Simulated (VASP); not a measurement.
# W (Pm-3n) in VASP: electric field gradients with PBE

Aim: the electric field gradients of W with PBE.

Program: VASP 6.6.1. These are calculated values, not measurements. Logs are shortened: lines on timing, memory, paths and dates and some standing lists are left out, and cuts for length are marked.

### Step 1. The cell of the first run

It takes space group Pm-3n (No. 223, cubic). Conventional cell: a = 5.083 Å, b = 5.083 Å, c = 5.083 Å, α = 90.00°, β = 90.00°, γ = 90.00°. W (site symmetry m-3) has 12 W at 2.84 Å within 3.7 Å. Within 3.4 Å of W (site symmetry -4m2) lie 14 W at 2.54 to 3.11 Å.

### Step 2. Electric field gradients, PBE

The input, INCAR:

```
  PREC = Accurate
  ENCUT = 520
  EDIFF = 1E-8
  ISMEAR = -1
  SIGMA = 0.05
  LREAL = F
  LASPH = T
  NELM = 80
  ALGO = Normal
  ISIF = 2
  LWAVE = F
  LCHARG = F
  GGA = PE
  LEFG = T
  NBANDS = 66
```

The input, KPOINTS:

```
regular mesh
0
Gamma
  11 11 11
```

The input, POSCAR:

```
W
1.0
    5.0830000000      0.0000000000      0.0000000000
    0.0000000000      5.0830000000      0.0000000000
    0.0000000000      0.0000000000      5.0830000000
W
8
Direct
    0.0000000000      0.0000000000      0.0000000000
    0.5000000000      0.5000000000      0.5000000000
    0.0000000000      0.5000000000      0.2500000000
    0.0000000000      0.5000000000      0.7500000000
    0.2500000000      0.0000000000      0.5000000000
    0.7500000000      0.0000000000      0.5000000000
    0.5000000000      0.7500000000      0.0000000000
    0.5000000000      0.2500000000      0.0000000000
```

Potentials or basis: VASP PAW PBE potentials, release 64 (W_sv).

On the command line:

```
$ cat potpaw_PBE.64/W_sv/POTCAR > POTCAR
$ mpirun -np 1 vasp_std > vasp.out
```

OUTCAR:

```text
PREC = Accurate
   ENCUT = 520
   EDIFF = 1E-8
   ISMEAR = -1
   LREAL = F
   LASPH = T
   NELM = 80
   ISIF = 2
   GGA = PE

 ion  position               nearest neighbor table
   1  0.000  0.000  0.000-   3 2.84   4 2.84   5 2.84   6 2.84   7 2.84   8 2.84   5 2.84   6 2.84
                             3 2.84   4 2.84   7 2.84   8 2.84
   2  0.500  0.500  0.500-   3 2.84   4 2.84   5 2.84   6 2.84   7 2.84   8 2.84   7 2.84   8 2.84
                             5 2.84   6 2.84   3 2.84   4 2.84
   3  0.000  0.500  0.250-   4 2.54   4 2.54   1 2.84   2 2.84   1 2.84   2 2.84   8 3.11   5 3.11
                             6 3.11   5 3.11   6 3.11   7 3.11   7 3.11   8 3.11
   4  0.000  0.500  0.750-   3 2.54   3 2.54   1 2.84   2 2.84   1 2.84   2 2.84   8 3.11   5 3.11
                             6 3.11   5 3.11   6 3.11   7 3.11   7 3.11   8 3.11
   5  0.250  0.000  0.500-   6 2.54   6 2.54   1 2.84   1 2.84   2 2.84   2 2.84   8 3.11   4 3.11
                             7 3.11   8 3.11   3 3.11   3 3.11   4 3.11   7 3.11
   6  0.750  0.000  0.500-   5 2.54   5 2.54   1 2.84   1 2.84   2 2.84   2 2.84   8 3.11   4 3.11
                             7 3.11   8 3.11   3 3.11   3 3.11   4 3.11   7 3.11
   7  0.500  0.750  0.000-   8 2.54   8 2.54   1 2.84   2 2.84   2 2.84   1 2.84   3 3.11   4 3.11
                             5 3.11   6 3.11   5 3.11   6 3.11   3 3.11   4 3.11
   8  0.500  0.250  0.000-   7 2.54   7 2.54   1 2.84   2 2.84   2 2.84   1 2.84   3 3.11   4 3.11
                             5 3.11   6 3.11   5 3.11   6 3.11   3 3.11   4 3.11

  LATTYP: Found a simple cubic cell.
 ALAT       =     5.0830000000

  Lattice vectors:

 A1 = (   5.0830000000,   0.0000000000,   0.0000000000)
 A2 = (   0.0000000000,   5.0830000000,   0.0000000000)
 A3 = (   0.0000000000,   0.0000000000,   5.0830000000)

Analysis of symmetry for initial positions (statically):
=====================================================================
 Subroutine PRICEL returns:
 Original cell was already a primitive cell.

 Routine SETGRP: Setting up the symmetry group for a
 simple cubic supercell.

 Subroutine GETGRP returns: Found 48 space group operations
 (whereof 24 operations were pure point group operations)
 out of a pool of 48 trial point group operations.

The static configuration has the point symmetry T_h .
 The point group associated with its full space group is O_h .

Analysis of symmetry for dynamics (positions and initial velocities):
=====================================================================
 Subroutine PRICEL returns:
 Original cell was already a primitive cell.

 Routine SETGRP: Setting up the symmetry group for a
 simple cubic supercell.

 Subroutine GETGRP returns: Found 48 space group operations
 (whereof 24 operations were pure point group operations)
 out of a pool of 48 trial point group operations.

The dynamic configuration has the point symmetry T_h .
 The point group associated with its full space group is O_h .

 Subroutine INISYM returns: Found 48 space group operations
 (whereof 24 operations are pure point group operations),
 and found     1 'primitive' translations

----------------------------------------------------------------------------------------

                                     Primitive cell

  volume of cell :     131.3289

  direct lattice vectors                    reciprocal lattice vectors
     5.083000000  0.000000000  0.000000000     0.196734212  0.000000000  0.000000000
     0.000000000  5.083000000  0.000000000     0.000000000  0.196734212  0.000000000
     0.000000000  0.000000000  5.083000000     0.000000000  0.000000000  0.196734212

  length of vectors
     5.083000000  5.083000000  5.083000000     0.196734212  0.196734212  0.196734212

  position of ions in fractional coordinates (direct lattice)
     0.000000000  0.000000000  0.000000000
     0.500000000  0.500000000  0.500000000
     0.000000000  0.500000000  0.250000000
     0.000000000  0.500000000  0.750000000
     0.250000000  0.000000000  0.500000000
     0.750000000  0.000000000  0.500000000
     0.500000000  0.750000000  0.000000000
     0.500000000  0.250000000  0.000000000

[... 92 lines left out ...]
   PSTRESS=    0.0 pullay stress
   NELECT =     112.0000    total number of electrons
   NUPDOWN=      -1.0000    fix difference up-down
   EMIN   =  10.00;   EMAX   =-10.00  energy-range for DOS
   EFERMI =   0.00;   METHOD = LEGACY
   ISMEAR =    -1;   SIGMA  =   0.05  broadening in eV -4-tet -1-fermi 0-gaus
   EFERMI_NEDOS =   21; number of points for ismear=-14 and -15
   IALGO  =     38    algorithm
   IMIX   =      4    mixing-type and parameters
     AMIX     =   0.40;   BMIX     =  1.00
     AMIX_MAG =   1.60;   BMIX_MAG =  1.00
  volume/ion in A,a.u.               =      16.42       110.78
  Fermi-wavevector in a.u.,A,eV,Ry     =   1.552485  2.933771 32.792891  2.410209
  Thomas-Fermi vector in A             =   2.656853
   LORBIT       =      0    0 simple, 1 ext, 2 COOP (PROOUT), +10 PAW based schemes
   GGA     = PE    functional components
   LHFCALC =     F    Hartree Fock is set to
   AEXX    =    0.0000 exact exchange contribution
   IVDW    =     0    specifies the selected vdW correction
   LEPSILON=     F    determine dielectric tensor
   LRPA    =     F    only Hartree local field effects (RPA)
 non-spin polarized calculation
  energy-cutoff  :      520.00
  volume of cell :      131.33
 maximum number of plane-waves:      3575
 NGX is ok and might be reduce to    40
   NGX = 19   NGY = 19   NGZ = 19

 number of electron     111.9999988 magnetization

 Free energy of the ion-electron system (eV)
  ---------------------------------------------------
  ext. energy  EPLUGINS =         0.00000000
  ---------------------------------------------------
  free energy    TOTEN  =      -102.91459975 eV

  energy without entropy =     -102.89348917  energy(sigma->0) =     -102.90404446

 E-fermi :  10.7478     XC(G=0): -13.4294

 val. band max:       10.7249305162   @ k =   0.0909   0.0909   0.0909
 cond. band min:      10.7599682600   @ k =   0.4545   0.1818   0.0000
 fundamental gap:      0.0350377438
 Fermi energy:        10.7477789742

 k-point     1 :       0.0000    0.0000    0.0000
  band No.  band energies     occupation
      1     -63.3398      2.00000
      2     -63.2971      2.00000
      3     -63.2971      2.00000
      4     -63.1639      2.00000
      5     -63.1639      2.00000
      6     -63.1639      2.00000
[... 1645 lines left out ...]
     65      13.2755      0.00000
     66      13.6330      0.00000

 [... further k-points ...]

------------------------ aborting loop because EDIFF is reached ----------------------------------------

  FORCE on cell =-STRESS in cart. coord.  units (eV):
  Direction    XX          YY          ZZ          XY          YZ          ZX
  --------------------------------------------------------------------------------------
  -------------------------------------------------------------------------------------
  Total       -0.0606624     -0.0606624     -0.0606624     -0.0000000     -0.0000000     -0.0000000
  in kB       -0.7400653     -0.7400653     -0.7400653     -0.0000000     -0.0000000     -0.0000000
  external PRESSURE =      -0.7400653 kB  Pullay stress =       0.0000000 kB

 VOLUME and BASIS-vectors are now :
 -----------------------------------------------------------------------------
  energy-cutoff  :      520.00
  volume of cell :      131.33
      direct lattice vectors                 reciprocal lattice vectors
     5.083000000  0.000000000  0.000000000     0.196734212  0.000000000  0.000000000
     0.000000000  5.083000000  0.000000000     0.000000000  0.196734212  0.000000000
     0.000000000  0.000000000  5.083000000     0.000000000  0.000000000  0.196734212

 POSITION                                       TOTAL-FORCE (eV/Angst)
 -----------------------------------------------------------------------------------
      0.00000      0.00000      0.00000         0.000000      0.000000      0.000000
      2.54150      2.54150      2.54150         0.000000      0.000000      0.000000
      0.00000      2.54150      1.27075         0.000000      0.000000     -0.000000
      0.00000      2.54150      3.81225         0.000000      0.000000      0.000000
      1.27075      0.00000      2.54150         0.000000     -0.000000     -0.000000
      3.81225      0.00000      2.54150        -0.000000     -0.000000      0.000000
      2.54150      3.81225      0.00000        -0.000000      0.000000      0.000000
      2.54150      1.27075      0.00000        -0.000000     -0.000000     -0.000000
 -----------------------------------------------------------------------------------
    total drift:                               -0.000000     -0.000000      0.000000

  FREE ENERGIE OF THE ION-ELECTRON SYSTEM (eV)
  ---------------------------------------------------
  free  energy   TOTEN  =      -102.9145997491 eV

  energy  without entropy=     -102.8934891697  energy(sigma->0) =     -102.90404446

 Electric field gradients (V/A^2)
---------------------------------------------------------------------
 ion       V_xx      V_yy      V_zz      V_xy      V_xz      V_yz
---------------------------------------------------------------------
   1      -0.000    -0.000     0.000    -0.000    -0.000     0.000
   2       0.000    -0.000     0.000    -0.000     0.000    -0.000
   3      16.464    16.464   -32.929     0.000    -0.000     0.000
   4      16.464    16.464   -32.929     0.000    -0.000     0.000
   5     -32.929    16.464    16.464    -0.000     0.000     0.000
   6     -32.929    16.464    16.464     0.000     0.000    -0.000
   7      16.464   -32.929    16.464     0.000     0.000     0.000
   8      16.464   -32.929    16.464     0.000     0.000    -0.000
---------------------------------------------------------------------

 Electric field gradients after diagonalization (V/A^2)
 (convention: |V_zz| > |V_xx| > |V_yy|)
----------------------------------------------------------------------
 ion       V_xx      V_yy      V_zz     asymmetry (V_yy - V_xx)/ V_zz
----------------------------------------------------------------------
   1      -0.000    -0.000     0.000       0.147
   2      -0.000     0.000     0.000       0.248
   3      16.464    16.464   -32.929       0.000
   4      16.464    16.464   -32.929       0.000
   5      16.464    16.464   -32.929       0.000
   6      16.464    16.464   -32.929       0.000
   7      16.464    16.464   -32.929       0.000
   8      16.464    16.464   -32.929       0.000
----------------------------------------------------------------------

           NMR quadrupolar parameters

 Cq : quadrupolar parameter    Cq=e*Q*V_zz/h
 eta: asymmetry parameters     (V_yy - V_xx)/ V_zz
 Q  : nuclear electric quadrupole moment in mb (millibarn)
----------------------------------------------------------------------
 ion       Cq(MHz)       eta       Q (mb)
----------------------------------------------------------------------
   1       0.000       0.147       1.000
   2       0.000       0.248       1.000
   3      -0.080       0.000       1.000
   4      -0.080       0.000       1.000
   5      -0.080       0.000       1.000
   6      -0.080       0.000       1.000
   7      -0.080       0.000       1.000
   8      -0.080       0.000       1.000
----------------------------------------------------------------------
```

Wall time 15 min (1 thread of Oxide Virtual Turin-like, shared host); peak memory 0.41 GiB.

Results:

```yaml
Free_energy: -102.9146 eV
Pressure: -0.1 GPa
Band_gap_on_the_k_mesh: zero (bands 56 and 57 overlap by 0.76 eV)
Largest_electric_field_gradient_by_atom: W -0.0, -32.9 (each value once) V/Å²
```

Electric field gradients, principal values (V/Å²):
```csv
atom,least,middle,greatest (by size)
1 W,0.000,0.000,0.000
2 W,0.000,0.000,0.000
3 W,16.464,16.464,-32.929
4 W,16.464,16.464,-32.929
5 W,16.464,16.464,-32.929
6 W,16.464,16.464,-32.929
7 W,16.464,16.464,-32.929
8 W,16.464,16.464,-32.929
```

Caveat: without QUAD_EFG the Cq values of the log hold for a quadrupole moment of 1 mb, not for the nuclei; spin-orbit coupling is left out, which moves the levels of the heavy elements.

The gap in the log of VASP goes by the Fermi energy; the results here count the filled bands.